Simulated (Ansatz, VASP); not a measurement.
Two plane-wave programs on InPd

```xyz
2
Lattice="3.2088 0.0000 0.0000 0.0000 3.2088 0.0000 0.0000 0.0000 3.3223" Properties=species:S:1:pos:R:3 pbc="T T T"
In   -0.0159    0.0000    0.0000
Pd    1.6216    1.6044    1.6611
```

Change from the starting cell: mode 4 frozen in at -0.017 Å, strain +e along z and -e/2 along x and y +0.0233.

Alike in both runs: task single point; functional PBEsol; k mesh 14 × 14 × 14; occupations gaussian, width 0.15 eV; no spin polarisation.

|  | VASP | Ansatz |
| --- | --- | --- |
| version | VASP 6.6.1 | Ansatz 0.2.0 |
| potentials or method | VASP PAW PBE potentials, release 64 (In_d, Pd), cutoff 520 eV | scalar-relativistic, plane waves, PAW |
| valence electrons in the cell | 23 | 31 |

Ansatz gave:

- gap on the k mesh at the Fermi level (eV): none
- pressure (GPa): 0.2
- traceless stress, the component that is largest in VASP (GPa): -0.61
- rms of the force components (eV/Å): 0.080

Question: Estimate VASP's values.

Answer: gap on the k mesh at the Fermi level (eV): none; pressure (GPa): 0.3; traceless stress, the component that is largest in VASP (GPa): -0.61; rms of the force components (eV/Å): 0.081.

VASP's potentials were made for PBE, not for PBEsol. Atom by atom the forces differ by 0.001 eV/Å (rms over components). A gap of «none» marks a metal or a gap that the smearing closes. VASP's potentials hold 23 valence electrons a cell and Ansatz's 31, so a difference there can come from the potentials and not from the codes.
